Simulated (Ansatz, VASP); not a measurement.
Two plane-wave programs on MgS5

File INCAR:

```
PREC     = Accurate       # precision mode
ENCUT    = 600            # plane-wave cutoff, eV
EDIFF    = 1E-6           # SCF threshold, eV
ISMEAR   = 0              # smearing method
SIGMA    = 0.1            # smearing width, eV
LREAL    = F              # projectors in reciprocal space
LASPH    = T              # aspherical terms in the spheres
NELM     = 80             # most SCF steps
ALGO     = Normal         # electronic algorithm
ISIF     = 3              # what is computed and relaxed
LWAVE    = F              # write WAVECAR
LCHARG   = F              # write CHGCAR
GGA      = PE             # functional
IBRION   = 2              # ionic algorithm
NSW      = 90             # ionic steps
EDIFFG   = -0.04          # ionic threshold
```

Contents of KPOINTS:

```
Automatic mesh
0
Gamma
  6 6 2
```

POSCAR

```
MgS5
1.0
    4.6791854708      0.0000000000      0.0000000000
   -2.3395927354      4.0522934867      0.0000000000
    0.0000000000      0.0000000000      7.5679909409
Mg S
1 5
Direct
    0.0000000000      0.0000000000      0.0000000000
    0.0000000000      0.7392664313      0.5000000000
    0.7392664313      0.0000000000      0.5000000000
    0.2607335687      0.2607335687      0.5000000000
    0.6666666667      0.3333333333      0.0000000000
    0.3333333333      0.6666666667      0.0000000000
```

Input for Ansatz:

```yaml
crystal:
  lattice:
    - [4.6791854708, 0.0, 0.0]
    - [-2.3395927354, 4.0522934867, 0.0]
    - [0.0, 0.0, 7.5679909409]
  atoms:
    - { symbol: Mg, position: [0.0, 0.0, 0.0] }
    - { symbol: S, position: [0.0, 0.7392664313, 0.5] }
    - { symbol: S, position: [0.7392664313, 0.0, 0.5] }
    - { symbol: S, position: [0.2607335687, 0.2607335687, 0.5] }
    - { symbol: S, position: [0.6666666667, 0.3333333333, 0.0] }
    - { symbol: S, position: [0.3333333333, 0.6666666667, 0.0] }
basis:
  ecutwfc: 420
kpoints:
  mp_grid: { grid: [6, 6, 2] }
hamiltonian:
  xc: pbe
scf:
  occupations: { method: gaussian, width: 0.1 }
  lower_state_search: "off"
output:
  forces: true
  stress: true
  eigenvalues: true
relax:
  adjacent_minimum: "off"
  f_tol: 0.04
  max_steps: 70
  cell: { stress_tol: 0.4 }
```

Change from the starting cell: species swapped into the Mg5Zn type (P-62m, No. 189).

Alike in both runs: task relaxation of cell and atoms; functional PBE; k mesh 6 × 6 × 2; occupations gaussian, width 0.1 eV; no spin polarisation.

|  | VASP | Ansatz |
| --- | --- | --- |
| version | VASP 6.6.1 | Ansatz 0.2.0 |
| potentials or method | VASP PAW PBE potentials, release 64 (Mg, S), cutoff 600 eV | scalar-relativistic, plane waves, PAW |
| valence electrons in the cell | 32 | 40 |

VASP gave:

- gap on the k mesh at the Fermi level, each at its own relaxed structure (eV): none
- relaxed volume (Å³/atom): 23.49
- relaxed length of the cell vector where the two differ most in proportion (Å): 7.544

Task: Estimate Ansatz's values.

Result: gap on the k mesh at the Fermi level, each at its own relaxed structure (eV): none; relaxed volume (Å³/atom): 22.97; relaxed length of the cell vector where the two differ most in proportion (Å): 7.359.

A gap of «none» marks a metal or a gap that the smearing closes. VASP's potentials hold 32 valence electrons a cell and Ansatz's 40, so a difference there can come from the potentials and not from the codes.

The k mesh is coarse, so the values compare programs but aren't converged.
